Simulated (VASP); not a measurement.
# Pt (Im-3m) in VASP: further runs, part 2 of 2

VASP 6.6.1. The steps go on from the part before.

## Step 4: Single point, PBE+D4

This run uses another cell than the first one, of 15.37 Å³/atom, 1.027 times its volume.

INCAR

```
PREC = Accurate
ENCUT = 520
EDIFF = 1E-7
ISMEAR = -1
SIGMA = 0.05
LREAL = False
LASPH = True
NELM = 80
ALGO = Normal
ISIF = 2
LWAVE = False
LCHARG = False
GGA = PE
IVDW = 13
NBANDS = 11
```

KPOINTS

```
Automatic mesh
0
Gamma
  12 12 12
```

POSCAR

```
Pt
1.0
   -1.5664364797      1.5664364797      1.5664364797
    1.5664364797     -1.5664364797      1.5664364797
    1.5664364797      1.5664364797     -1.5664364797
Pt
1
Direct
    0.0000000000      0.0000000000      0.0000000000
```

Potentials or basis: VASP PAW PBE potentials, release 64 (Pt).

Launch:

```sh
> cat potpaw_PBE.64/Pt/POTCAR > POTCAR
> mpirun -np 1 vasp_std > vasp.out
```

OUTCAR:

```text
PREC = Accurate
   ENCUT = 520
   EDIFF = 1E-7
   ISMEAR = -1
   LREAL = False
   LASPH = True
   NELM = 80
   ISIF = 2
   GGA = PE
   IVDW = 13

 ion  position               nearest neighbor table
   1  0.000  0.000  0.000-

  LATTYP: Found a body centered cubic cell.
 ALAT       =     3.1328729594

  Lattice vectors:

 A1 = (  -1.5664364797,   1.5664364797,   1.5664364797)
 A2 = (   1.5664364797,  -1.5664364797,   1.5664364797)
 A3 = (   1.5664364797,   1.5664364797,  -1.5664364797)

Analysis of symmetry for initial positions (statically):
=====================================================================
 Subroutine PRICEL returns:
 Original cell was already a primitive cell.

 Routine SETGRP: Setting up the symmetry group for a
 body centered cubic supercell.

 Subroutine GETGRP returns: Found 48 space group operations
[... 9 lines left out ...]

 Routine SETGRP: Setting up the symmetry group for a
 body centered cubic supercell.

 Subroutine GETGRP returns: Found 48 space group operations
[... 11 lines left out ...]
                                     Primitive cell

  volume of cell :      15.3744

  direct lattice vectors                    reciprocal lattice vectors
    -1.566436480  1.566436480  1.566436480     0.000000000  0.319195835  0.319195835
     1.566436480 -1.566436480  1.566436480     0.319195835  0.000000000  0.319195835
     1.566436480  1.566436480 -1.566436480     0.319195835  0.319195835  0.000000000

  length of vectors
     2.713147570  2.713147570  2.713147570     0.451411079  0.451411079  0.451411079

  position of ions in fractional coordinates (direct lattice)
     0.000000000  0.000000000  0.000000000

  ion indices of the primitive-cell ions
   primitive index   ion index
                 1           1

----------------------------------------------------------------------------------------

 KPOINTS: Automatic mesh

Automatic generation of k-mesh.
 Grid dimensions read from file:
 generate k-points for:   12   12   12

 Generating k-lattice:

  Cartesian coordinates                     Fractional coordinates (reciprocal lattice)
     0.000000000  0.026599653  0.026599653     0.083333333  0.000000000  0.000000000
     0.026599653  0.000000000  0.026599653     0.000000000  0.083333333  0.000000000
     0.026599653  0.026599653  0.000000000     0.000000000  0.000000000  0.083333333

  Length of vectors
     0.037617590  0.037617590  0.037617590

  Shift w.r.t. Gamma in fractional coordinates (k-lattice)
     0.000000000  0.000000000  0.000000000

 Subroutine IBZKPT returns following result:
 ===========================================

 Found     72 irreducible k-points:

 Following reciprocal coordinates:
            Coordinates               Weight
  0.000000  0.000000  0.000000      1.000000
  0.083333  0.000000  0.000000     12.000000
  0.166667  0.000000  0.000000     12.000000
  0.250000  0.000000  0.000000     12.000000
  0.333333  0.000000  0.000000     12.000000
  0.416667  0.000000  0.000000     12.000000
[... 16 lines left out ...]
  0.333333  0.083333  0.083333     24.000000
  0.416667  0.083333  0.083333     12.000000
 [... further k-points ...]
   k-points           NKPTS =     72   k-points in BZ     NKDIM =     72   number of bands    NBANDS=     11
   number of dos      NEDOS =    301   number of ions     NIONS =      1
   total plane-waves  NPLWV =   8000
   dimension x,y,z NGX =    20 NGY =   20 NGZ =   20
   dimension x,y,z NGXF=    40 NGYF=   40 NGZF=   40
   ions per type =               1
   NGX,Y,Z   is equivalent  to a cutoff of  12.25, 12.25, 12.25 a.u.
   NGXF,Y,Z  is equivalent  to a cutoff of  24.51, 24.51, 24.51 a.u.
 SYSTEM =  unknown system
   PREC   = accura    normal or accurate (medium, high low for compatibility)
   ISTART =      0    job   : 0-new  1-cont  2-samecut
   ICHARG =      2    charge: 1-file 2-atom 10-const
   ISPIN  =      1    spin polarized calculation?
   LNONCOLLINEAR =      F non collinear calculations
   LSORBIT =      F    spin-orbit coupling
   LASPH  =      T    aspherical Exc in radial PAW
   ENCUT  =  520.0 eV  38.22 Ry    6.18 a.u.   5.04  5.04  5.04*2*pi/ulx,y,z
   NELM   =     80;   NELMIN=  2; NELMDL= -5     # of ELM steps
   EDIFF  = 0.1E-06   stopping-criterion for ELM
   LREAL  =      F    real-space projection
   EDIFFG = 0.1E-05   stopping-criterion for IOM
   NSW    =      0    number of steps for IOM
   IBRION =     -1    ionic relax: 0-MD 1-quasi-New 2-CG
   NFREE  =      0    steps in history (QN), initial steepest desc. (CG)
   ISIF   =      2    stress and relaxation
   ISYM   =      2    0-nonsym 1-usesym 2-fastsym
   POTIM  = 0.5000    time-step for ionic-motion
   TEBEG  =    0.0;   TEEND  =   0.0 temperature during run
   PSTRESS=    0.0 pullay stress
   NELECT =      10.0000    total number of electrons
   NUPDOWN=      -1.0000    fix difference up-down
   EMIN   =  10.00;   EMAX   =-10.00  energy-range for DOS
   EFERMI =   0.00;   METHOD = LEGACY
   ISMEAR =    -1;   SIGMA  =   0.05  broadening in eV -4-tet -1-fermi 0-gaus
   EFERMI_NEDOS =   21; number of points for ismear=-14 and -15
   IALGO  =     38    algorithm
   IMIX   =      4    mixing-type and parameters
     AMIX     =   0.40;   BMIX     =  1.00
     AMIX_MAG =   1.60;   BMIX_MAG =  1.00
  volume/ion in A,a.u.               =      15.37       103.75
  Fermi-wavevector in a.u.,A,eV,Ry     =   1.418433  2.680449 27.374257  2.011951
  Thomas-Fermi vector in A             =   2.539559
   LORBIT       =      0    0 simple, 1 ext, 2 COOP (PROOUT), +10 PAW based schemes
   GGA     = PE    functional components
   LHFCALC =     F    Hartree Fock is set to
   AEXX    =    0.0000 exact exchange contribution
   IVDW    =    13    specifies the selected vdW correction
   LEPSILON=     F    determine dielectric tensor
   LRPA    =     F    only Hartree local field effects (RPA)
 non-spin polarized calculation
  energy-cutoff  :      520.00
  volume of cell :       15.37
 maximum number of plane-waves:       430
   NGX =  9   NGY =  9   NGZ =  9

 number of electron      10.0000000 magnetization

 number of electron       9.9999997 magnetization

 Free energy of the ion-electron system (eV)
  ---------------------------------------------------
  ext. energy  EPLUGINS =         0.00000000
  ---------------------------------------------------
  free energy    TOTEN  =        -6.01096264 eV

  energy without entropy =       -6.00519586  energy(sigma->0) =       -6.00807925

 E-fermi :  10.6144     XC(G=0): -13.3664

 val. band max:       10.5666119987   @ k =   0.5000   0.5000   0.4167
 cond. band min:      10.6582613414   @ k =  -0.4167  -0.4167   0.1667
 fundamental gap:      0.0916493427
 Fermi energy:        10.6143841719

 k-point     1 :       0.0000    0.0000    0.0000
  band No.  band energies     occupation
      1       0.9109      2.00000
      2       7.0649      2.00000
      3       7.0649      2.00000
      4       7.0649      2.00000
      5       9.6482      2.00000
      6       9.6482      2.00000
      7      27.7814      0.00000
      8      27.7814      0.00000
      9      27.7814      0.00000
     10      38.1601      0.00000
     11      38.1601      0.00000

 k-point     2 :       0.0833    0.0000    0.0000
  band No.  band energies     occupation
      1       1.1995      2.00000
      2       6.9502      2.00000
      3       7.0626      2.00000
      4       7.2990      2.00000
      5       9.5039      2.00000
      6       9.6562      2.00000
      7      27.9097      0.00000
      8      28.0166      0.00000
      9      28.2108      0.00000
     10      35.4001      0.00000
     11      35.9839      0.00000
[... 295 lines left out ...]
 k-point    24 :       0.4167    0.0833    0.0833
  band No.  band energies     occupation
      1       4.3573      2.00000
      2       5.5819      2.00000
      3       9.0009      2.00000
      4       9.6077      2.00000
      5      10.0086      1.99999
      6      14.1396      0.00000
      7      16.8439      0.00000
      8      23.9175      0.00000
      9      24.8637      0.00000
     10      35.0688      0.00000
     11      35.4503      0.00000

 [... further k-points ...]

------------------------ aborting loop because EDIFF is reached ----------------------------------------

  DFT-D4 for vdW energy calculation

  Edisp (eV):   -0.75748

  FORCE on cell =-STRESS in cart. coord.  units (eV):
  Direction    XX          YY          ZZ          XY          YZ          ZX
  --------------------------------------------------------------------------------------
  -------------------------------------------------------------------------------------
  Total      -0.04886    -0.04886    -0.04886     0.00000     0.00000     0.00000
  in kB      -5.09171    -5.09171    -5.09171     0.00000     0.00000     0.00000
  external pressure =       -5.09 kB  Pullay stress =        0.00 kB

 VOLUME and BASIS-vectors are now :
 -----------------------------------------------------------------------------
  energy-cutoff  :      520.00
  volume of cell :       15.37
      direct lattice vectors                 reciprocal lattice vectors
    -1.566436480  1.566436480  1.566436480     0.000000000  0.319195835  0.319195835
     1.566436480 -1.566436480  1.566436480     0.319195835  0.000000000  0.319195835
     1.566436480  1.566436480 -1.566436480     0.319195835  0.319195835  0.000000000

 POSITION                                       TOTAL-FORCE (eV/Angst)
 -----------------------------------------------------------------------------------
      0.00000      0.00000      0.00000         0.000000      0.000000      0.000000
 -----------------------------------------------------------------------------------
    total drift:                                0.000000     -0.000000      0.000000

  FREE ENERGIE OF THE ION-ELECTRON SYSTEM (eV)
  ---------------------------------------------------
  free  energy   TOTEN  =        -6.7684468863 eV

  energy  without entropy=       -6.7626801010  energy(sigma->0) =       -6.76556349
```

Wall time 8.3 s (1 thread of AMD EPYC 7R13 (Zen 3), shared host); peak memory 0.1 GiB.

Results:

- Free energy: -6.7684 eV
- Pressure: -0.5 GPa
- Band gap on the k mesh: zero (band 5 reaches 11.76 eV, above the bottom of band 6 at 9.49 eV)
- Dispersion energy per atom: -0.757 eV

Caveat: spin-orbit coupling is left out, which moves the levels of the heavy elements; pairwise dispersion overbinds metals, which lowers pressure and volume.

## Step 5: Single point, RPBE+D4

This run uses another cell than the first one, of 15.24 Å³/atom, 1.018 times its volume.

INCAR

```
ALGO = Fast
EDIFF = 1E-7
ENCUT = 520
GGA = RP
ISIF = 2
ISMEAR = -1
IVDW = 13
LASPH = T
LCHARG = F
LREAL = F
LWAVE = F
NBANDS = 11
NELM = 60
PREC = Accurate
SIGMA = 0.05
```

KPOINTS

```
k-points
0
Gamma
  12 12 12
```

POSCAR

```
Pt
1.0
   -1.5617574953      1.5617574953      1.5617574953
    1.5617574953     -1.5617574953      1.5617574953
    1.5617574953      1.5617574953     -1.5617574953
Pt
1
Direct
    0.0000000000      0.0000000000      0.0000000000
```

Potentials or basis: VASP PAW PBE potentials, release 64 (Pt).

Launch:

```sh
> cat potpaw_PBE.64/Pt/POTCAR > POTCAR
> mpirun -np 1 vasp_std > vasp.out
```

OUTCAR:

```text
EDIFF = 1E-7
   ENCUT = 520
   GGA = RP
   ISIF = 2
   ISMEAR = -1
   IVDW = 13
   LASPH = T
   LREAL = F
   NELM = 60
   PREC = Accurate

 ion  position               nearest neighbor table
   1  0.000  0.000  0.000-

  LATTYP: Found a body centered cubic cell.
 ALAT       =     3.1235149906

  Lattice vectors:

 A1 = (  -1.5617574953,   1.5617574953,   1.5617574953)
 A2 = (   1.5617574953,  -1.5617574953,   1.5617574953)
 A3 = (   1.5617574953,   1.5617574953,  -1.5617574953)

Analysis of symmetry for initial positions (statically):
=====================================================================
 Subroutine PRICEL returns:
 Original cell was already a primitive cell.

 Routine SETGRP: Setting up the symmetry group for a
 body centered cubic supercell.

 Subroutine GETGRP returns: Found 48 space group operations
[... 9 lines left out ...]

 Routine SETGRP: Setting up the symmetry group for a
 body centered cubic supercell.

 Subroutine GETGRP returns: Found 48 space group operations
[... 11 lines left out ...]
                                     Primitive cell

  volume of cell :      15.2370

  direct lattice vectors                    reciprocal lattice vectors
    -1.561757495  1.561757495  1.561757495     0.000000000  0.320152137  0.320152137
     1.561757495 -1.561757495  1.561757495     0.320152137  0.000000000  0.320152137
     1.561757495  1.561757495 -1.561757495     0.320152137  0.320152137  0.000000000

  length of vectors
     2.705043331  2.705043331  2.705043331     0.452763495  0.452763495  0.452763495

  position of ions in fractional coordinates (direct lattice)
     0.000000000  0.000000000  0.000000000

  ion indices of the primitive-cell ions
   primitive index   ion index
                 1           1

----------------------------------------------------------------------------------------

 KPOINTS: k-points

Automatic generation of k-mesh.
[... 90 lines left out ...]
   LORBIT       =      0    0 simple, 1 ext, 2 COOP (PROOUT), +10 PAW based schemes
   GGA     = RP    functional components
   LHFCALC =     F    Hartree Fock is set to
   AEXX    =    0.0000 exact exchange contribution
   IVDW    =    13    specifies the selected vdW correction
   LEPSILON=     F    determine dielectric tensor
   LRPA    =     F    only Hartree local field effects (RPA)
 non-spin polarized calculation
 RMM-DIIS sequential band-by-band and
  energy-cutoff  :      520.00
  volume of cell :       15.24
 maximum number of plane-waves:       420
   NGX =  9   NGY =  9   NGZ =  9

 number of electron      10.0000000 magnetization

 number of electron       9.9999997 magnetization

 Free energy of the ion-electron system (eV)
  ---------------------------------------------------
  ext. energy  EPLUGINS =         0.00000000
  ---------------------------------------------------
  free energy    TOTEN  =        -5.35243502 eV

  energy without entropy =       -5.34680174  energy(sigma->0) =       -5.34961838

 E-fermi :  10.8615     XC(G=0): -13.3629

 val. band max:       10.8144498677   @ k =   0.5000   0.5000   0.4167
 cond. band min:      10.9070251009   @ k =  -0.4167  -0.4167   0.1667
 fundamental gap:      0.0925752332
 Fermi energy:        10.8615065556

 k-point     1 :       0.0000    0.0000    0.0000
  band No.  band energies     occupation
      1       1.0970      2.00000
      2       7.2704      2.00000
      3       7.2704      2.00000
      4       7.2704      2.00000
      5       9.8736      2.00000
      6       9.8736      2.00000
      7      28.0080      0.00000
      8      28.0080      0.00000
      9      28.0080      0.00000
     10      38.5104      0.00000
     11      38.5106      0.00000
[... 309 lines left out ...]
 k-point    24 :       0.4167    0.0833    0.0833
  band No.  band energies     occupation
      1       4.5370      2.00000
      2       5.7680      2.00000
      3       9.2303      2.00000
      4       9.8380      2.00000
      5      10.2405      1.99999
      6      14.4194      0.00000
      7      17.1928      0.00000
      8      24.1872      0.00000
      9      25.2164      0.00000
     10      35.4089      0.00000
     11      35.7377      0.00000

 [... further k-points ...]

------------------------ aborting loop because EDIFF is reached ----------------------------------------

  DFT-D4 for vdW energy calculation

  Edisp (eV):   -1.44682

  FORCE on cell =-STRESS in cart. coord.  units (eV):
  Direction    XX          YY          ZZ          XY          YZ          ZX
  --------------------------------------------------------------------------------------
  -------------------------------------------------------------------------------------
  Total      -0.05174    -0.05174    -0.05174    -0.00000    -0.00000     0.00000
  in kB      -5.44029    -5.44029    -5.44029    -0.00000    -0.00000     0.00000
  external pressure =       -5.44 kB  Pullay stress =        0.00 kB

 VOLUME and BASIS-vectors are now :
 -----------------------------------------------------------------------------
  energy-cutoff  :      520.00
  volume of cell :       15.24
      direct lattice vectors                 reciprocal lattice vectors
    -1.561757495  1.561757495  1.561757495     0.000000000  0.320152137  0.320152137
     1.561757495 -1.561757495  1.561757495     0.320152137  0.000000000  0.320152137
     1.561757495  1.561757495 -1.561757495     0.320152137  0.320152137  0.000000000

 POSITION                                       TOTAL-FORCE (eV/Angst)
 -----------------------------------------------------------------------------------
      0.00000      0.00000      0.00000         0.000000      0.000000      0.000000
 -----------------------------------------------------------------------------------
    total drift:                               -0.000000     -0.000000      0.000000

  FREE ENERGIE OF THE ION-ELECTRON SYSTEM (eV)
  ---------------------------------------------------
  free  energy   TOTEN  =        -6.7992580185 eV

  energy  without entropy=       -6.7936247302  energy(sigma->0) =       -6.79644137
```

OSZICAR:

```text
N       E                     dE             d eps       ncg     rms          rms(c)
DAV:   1     0.417497503870E+02    0.41750E+02   -0.53398E+03  1600   0.844E+02
DAV:   2    -0.501763510808E+01   -0.46767E+02   -0.45047E+02  1779   0.179E+02
DAV:   3    -0.566300519577E+01   -0.64537E+00   -0.64430E+00  1839   0.200E+01
DAV:   4    -0.566546026249E+01   -0.24551E-02   -0.24549E-02  1842   0.147E+00
DAV:   5    -0.566547972476E+01   -0.19462E-04   -0.19462E-04  1854   0.120E-01    0.120E+01
RMM:   6    -0.538726293733E+01    0.27822E+00   -0.26140E-01  1593   0.441E+00    0.651E+00
RMM:   7    -0.535510334366E+01    0.32160E-01   -0.61814E-02  1669   0.231E+00    0.236E+00
RMM:   8    -0.535263278697E+01    0.24706E-02   -0.75694E-03  1701   0.760E-01    0.489E-01
RMM:   9    -0.535241862329E+01    0.21416E-03   -0.68402E-04  1820   0.231E-01    0.375E-02
RMM:  10    -0.535243243007E+01   -0.13807E-04   -0.10743E-04  1873   0.787E-02    0.385E-02
RMM:  11    -0.535243448618E+01   -0.20561E-05   -0.15052E-05  1899   0.268E-02    0.739E-03
RMM:  12    -0.535243506993E+01   -0.58376E-06   -0.39446E-06  1818   0.142E-02    0.507E-03
RMM:  13    -0.535243489397E+01    0.17597E-06   -0.97160E-07  1650   0.649E-03    0.258E-03
RMM:  14    -0.535243501686E+01   -0.12289E-06   -0.22623E-07  1264   0.288E-03    0.571E-04
RMM:  15    -0.535243502380E+01   -0.69416E-08   -0.55123E-08   990   0.152E-03
   1 F= -.67992580E+01 E0= -.67964414E+01  d E =-.563329E-02
```

stdout:

```text
POSCAR found type information on POSCAR Pt
 POSCAR found :  1 types and       1 ions
 scaLAPACK will be used
 -----------------------------------------------------------------------------
|                                                                             |
|                                                                             |
|     You enforced a specific xc type in the INCAR file but a different       |
|     I HOPE YOU KNOW WHAT YOU ARE DOING!                                     |
|                                                                             |
 -----------------------------------------------------------------------------

 LDA part: xc-table for (Slater+PW92), standard interpolation
 POSCAR, INCAR and KPOINTS ok, starting setup
 FFT: planning ... GRIDC
 FFT: planning ... GRID_SOFT
 FFT: planning ... GRID
 WAVECAR not read
 entering main loop
```

Run time: 12 s. Hardware: 1 thread of AMD EPYC 7R13 (Zen 3), shared host; peak memory 0.1 GiB.

What came out:

```
Free energy                : -6.7993 eV
Pressure                   : -0.5 GPa
Band gap on the k mesh     : zero (band 5 reaches 12.03 eV, above the bottom of band 6 at 9.71 eV)
Dispersion energy per atom : -1.447 eV
```

Caveat: the PAW data sets were made with another functional, which shifts forces and pressure a little; spin-orbit coupling is left out, which moves the levels of the heavy elements; pairwise dispersion overbinds metals, which lowers pressure and volume.

## Step 6: Overview

```csv
level,cell,gap on the mesh (eV),pressure (GPa)
PBEsol+D4,"a = 2.689 Å, angles 109.5°, 1 atom",none,-0.4
PBE+D3(BJ),"a = 2.710 Å, angles 109.5°, 1 atom",none,-0.5
PBE+D4,"a = 2.713 Å, angles 109.5°, 1 atom",none,-0.5
RPBE+D4,"a = 2.705 Å, angles 109.5°, 1 atom",none,-0.5
```

Alike in all rows: task single point; potentials or basis VASP PAW PBE potentials, release 64 (Pt); no spin polarisation; k mesh 12 × 12 × 12; cutoff (eV) 520; smearing fermi-dirac 0.05 eV.

Caveats: spin-orbit coupling is left out, which moves the levels of the heavy elements; pairwise dispersion overbinds metals, which lowers pressure and volume; the PAW data sets were made with another functional, which shifts forces and pressure a little (some runs).

Total energies depend on the potentials used, so only differences within one code and one set of settings carry meaning.
